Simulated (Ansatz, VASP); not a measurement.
AlN in VASP and in Ansatz

INCAR

```
SYSTEM = AlN
PREC = Accurate
ENCUT = 520
EDIFF = 1E-6
ISMEAR = 0
SIGMA = 0.05
LREAL = .FALSE.
LASPH = .TRUE.
NELM = 60
ALGO = Normal
ISIF = 2
LWAVE = .FALSE.
LCHARG = .TRUE.
GGA = PS
LELF = .TRUE.
LVHAR = .TRUE.
NBANDS = 16
```

File KPOINTS:

```
Automatic mesh
0
G
  12 12 6
  0 0 0
```

The input POSCAR:

```
AlN
1.0
    3.5678685258      0.0000000000      0.0000000000
   -1.7839342629      3.0898647807      0.0000000000
    0.0000000000      0.0000000000      3.6087323976
Al N
2 2
Direct
    0.3333333333      0.6666666667      0.7500000000
    0.6666666667      0.3333333333      0.2500000000
    0.3333333333      0.6666666667      0.2500000000
    0.6666666667      0.3333333333      0.7500000000
```

Input for Ansatz:

```yaml
crystal:
  lattice:
    - [3.5678685258, 0.0, 0.0]
    - [-1.7839342629, 3.0898647807, 0.0]
    - [0.0, 0.0, 3.6087323976]
  atoms:
    - { symbol: Al, position: [0.3333333333, 0.6666666667, 0.75] }
    - { symbol: Al, position: [0.6666666667, 0.3333333333, 0.25] }
    - { symbol: "N", position: [0.3333333333, 0.6666666667, 0.25] }
    - { symbol: "N", position: [0.6666666667, 0.3333333333, 0.75] }
basis:
  ecutwfc: 420
kpoints:
  mp_grid: { grid: [12, 12, 6] }
hamiltonian:
  xc: pbesol
scf:
  occupations: { method: gaussian, width: 0.05 }
output:
  forces: true
  stress: true
  eigenvalues: true
  write_density: true
  write_potential: true
  elf: true
  volumetric_format: npy
```

Alike in both runs: task single point; functional PBEsol; k mesh 12 × 12 × 6; occupations gaussian, width 0.05 eV; no spin polarisation.

|  | VASP | Ansatz |
| --- | --- | --- |
| version | VASP 6.6.1 | Ansatz 0.2.0 |
| potentials or method | VASP PAW PBE potentials, release 64 (Al, N), cutoff 520 eV | scalar-relativistic, plane waves, PAW |
| valence electrons in the cell | 16 | 16 |

Ansatz gave:

```
gap on the k mesh at the Fermi level (eV)                     : 3.06
least direct gap on the mesh (eV)                             : 3.82
pressure (GPa)                                                : 10.5
traceless stress, the component that is largest in VASP (GPa) : 41.34
```

Which values does VASP return?

gap on the k mesh at the Fermi level (eV): 3.06; least direct gap on the mesh (eV): 3.82; pressure (GPa): 10.6; traceless stress, the component that is largest in VASP (GPa): 41.91.

VASP's potentials were made for PBE, not for PBEsol. The functional is the same, so the differences come from potentials, cutoffs and numerics.
